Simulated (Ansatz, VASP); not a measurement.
Two plane-wave programs on K4Sn

File INCAR:

```
SYSTEM = K4Sn
  ALGO = Normal
  EDIFF = 1E-6
  EDIFFG = -0.04
  ENCUT = 600
  GGA = PE
  IBRION = 2
  ISIF = 3
  ISMEAR = 0
  LASPH = .TRUE.
  LCHARG = .FALSE.
  LREAL = .FALSE.
  LWAVE = .FALSE.
  NELM = 80
  NSW = 90
  PREC = Accurate
  SIGMA = 0.1
```

File KPOINTS:

```
k-points
0
G
  4 4 4
  0 0 0
```

File POSCAR:

```
K4Sn
1.0
   -3.4542582500      3.4542582500      3.4542582500
    3.4542582500     -3.4542582500      3.4542582500
    3.4542582500      3.4542582500     -3.4542582500
K Sn
4 1
Direct
    0.5618423900      0.5618423900      0.5618423900
    0.4381576100      0.0000000000      0.0000000000
    0.0000000000      0.0000000000      0.4381576100
    0.0000000000      0.4381576100      0.0000000000
    0.0000000000      0.0000000000      0.0000000000
```

Input for Ansatz:

```yaml
crystal:
  lattice:
    - [-3.45425825, 3.45425825, 3.45425825]
    - [3.45425825, -3.45425825, 3.45425825]
    - [3.45425825, 3.45425825, -3.45425825]
  atoms:
    - { symbol: K, position: [0.56184239, 0.56184239, 0.56184239] }
    - { symbol: K, position: [0.43815761, 0.0, 0.0] }
    - { symbol: K, position: [0.0, 0.0, 0.43815761] }
    - { symbol: K, position: [0.0, 0.43815761, 0.0] }
    - { symbol: Sn, position: [0.0, 0.0, 0.0] }
basis:
  ecutwfc: 420
kpoints:
  mp_grid: { grid: [4, 4, 4] }
hamiltonian:
  xc: pbe
scf:
  occupations: { method: gaussian, width: 0.1 }
  lower_state_search: "off"
output:
  forces: true
  stress: true
  eigenvalues: true
relax:
  adjacent_minimum: "off"
  f_tol: 0.04
  max_steps: 70
  cell: { stress_tol: 0.4 }
```

Alike in both runs: task relaxation of cell and atoms; functional PBE; k mesh 4 × 4 × 4; occupations gaussian, width 0.1 eV; no spin polarisation.

|  | VASP | Ansatz |
| --- | --- | --- |
| version | VASP 6.6.1 | Ansatz 0.2.0 |
| potentials or method | VASP PAW PBE potentials, release 64 (K_sv, Sn_d), cutoff 600 eV | scalar-relativistic, plane waves, PAW |
| valence electrons in the cell | 50 | 50 |

Ansatz gave:

```
gap on the k mesh at the Fermi level, each at its own relaxed structure (eV) : none
relaxed volume (Å³/atom)                                                     : 58.76
relaxed cell length with the largest relative difference (Å)                 : 7.254
```

Q: Estimate VASP's values.

A: gap on the k mesh at the Fermi level, each at its own relaxed structure (eV): none; relaxed volume (Å³/atom): 61.60; relaxed cell length with the largest relative difference (Å): 7.369.

A gap of «none» marks a metal or a gap that the smearing closes.

Noted on VASP's run: the volume moved by over 15 % at a fixed basis, so the end points are rough.
